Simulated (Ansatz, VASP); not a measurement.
**Two plane-wave programs on MgO**

```
Mg O
1.0
     0.00000    2.10550    2.10550
     2.10550    0.00000    2.10550
     2.10550    2.10550    0.00000
Mg O
1 1
Direct
  0.00000 0.00000 0.00000
  0.50000 0.50000 0.50000
```

Alike in both runs: task single point; functional PBE; k mesh 8 × 8 × 8; occupations fermi-dirac, width 0.05 eV; no spin polarisation.

```csv
,VASP,Ansatz
version,VASP 6.6.1,Ansatz 0.2.0
potentials or method,"VASP PAW PBE potentials, release 64 (Mg, O), cutoff 520 eV","PAW, plane waves, scalar-relativistic"
valence electrons in the cell,8,16
```

```csv
,VASP,Ansatz,Ansatz less VASP
pressure (GPa),4.1,4.8,+0.73
```

VASP's potentials hold 8 valence electrons a cell and Ansatz's 16, so a difference there can come from the potentials and not from the codes.
